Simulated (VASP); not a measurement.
Wanted: the native input for a VASP 6.6.1 run.

```yaml
Task: single point
Functional: LDA
Potentials_or_basis: VASP PAW LDA potentials, release 64 (C)
Cutoff: 520 eV
k_mesh: 8 × 8 × 8
Occupations: gaussian, width 0.05 eV
Spin: no spin polarisation
Dipole_correction: no
Further_INCAR_settings: ALGO = Normal; EDIFF = 1e-06; NBANDS = 26
```

The structure of C lies in POSCAR:

```
C
1.0
    1.3916690928      2.4448680937     -3.3373019203
    1.3916690928     -2.4448680937     -3.3373019203
   -2.8429274761      0.0000000000     -3.3141068708
C
8
Direct
    0.9012783626      0.4319548642      0.6666169904
    0.4166166134      0.9166166134      0.6666169904
    0.9166166134      0.9166166134      0.1666169904
    0.4166166134      0.4166166134      0.1666169904
    0.0833833866      0.5833833866      0.3333830096
    0.5833833866      0.0833833866      0.3333830096
    0.0833833866      0.0833833866      0.8333830096
    0.5833833866      0.5833833866      0.8333830096
```

This cell differs from its parent crystal: atom 1 (C) moved +0.075 Å towards its neighbour atom 2 (C) at 2.445 Å.

The input as run:

INCAR

```
ALGO = Normal
EDIFF = 1E-6
ENCUT = 520
GGA = CA
ISIF = 2
ISMEAR = 0
LASPH = T
LCHARG = F
LREAL = F
LWAVE = F
NBANDS = 26
NELM = 80
PREC = Accurate
SIGMA = 0.05
```

KPOINTS

```
k-points
0
Gamma
  8 8 8
```

Potentials or basis: VASP PAW LDA potentials, release 64 (C).

Launch:

```console
$ cat potpaw_LDA.64/C/POTCAR > POTCAR
$ mpirun -np 1 vasp_std > vasp.out
```

Results of the run:

| Property | Result |
| --- | --- |
| Pressure | 1.5 GPa |
| Largest force | 4.951 eV/Å |

Caveat: the cell differs from its parent crystal (atom 1 (C) moved +0.075 Å towards its neighbour atom 2 (C) at 2.445 Å); forces of over 1 eV/Å act on the atoms, so gaps and moduli don't describe the material at rest.

Run time: 10 min on 1 thread of Oxide Virtual Turin-like Processor, with other jobs on the host, peak memory 0.34 GiB.
